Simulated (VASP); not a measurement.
Crystal: MnSb.

```
Mn Sb
1.0
     0.00000    2.84983    2.84983
     2.84983    0.00000    2.84983
     2.84983    2.84983    0.00000
Mn Sb
1 1
Direct
  0.00000 0.00000 0.00000
  0.50000 0.50000 0.50000
```

This cell differs from its parent crystal: volume scaled by 1.06.

Base run:

```yaml
Program: VASP 6.6.1
Functional: PBE
Potentials_or_basis: VASP PAW PBE potentials, release 64 (Mn_pv, Sb)
Cutoff: 520 eV
k_mesh: 12 × 12 × 12
Occupations: fermi-dirac, width 0.08 eV
Spin: no spin polarisation
```

Its results: pressure -15.5 GPa.

The run is repeated on the same cell with these changes: spin from no spin polarisation to collinear spin, ferromagnetic start; further incar settings from ALGO = Normal; EDIFF = 1e-06; NBANDS = 16 to ALGO = Normal; EDIFF = 1e-06; NBANDS = 20. What comes out?

Pressure -3.5 GPa; net moment 3.92 μB per cell; site moments Mn +3.85; Sb -0.11 μB.

Caveats: a cell with one magnetic atom can't hold antiferromagnetic order, which such compounds often take (some runs).
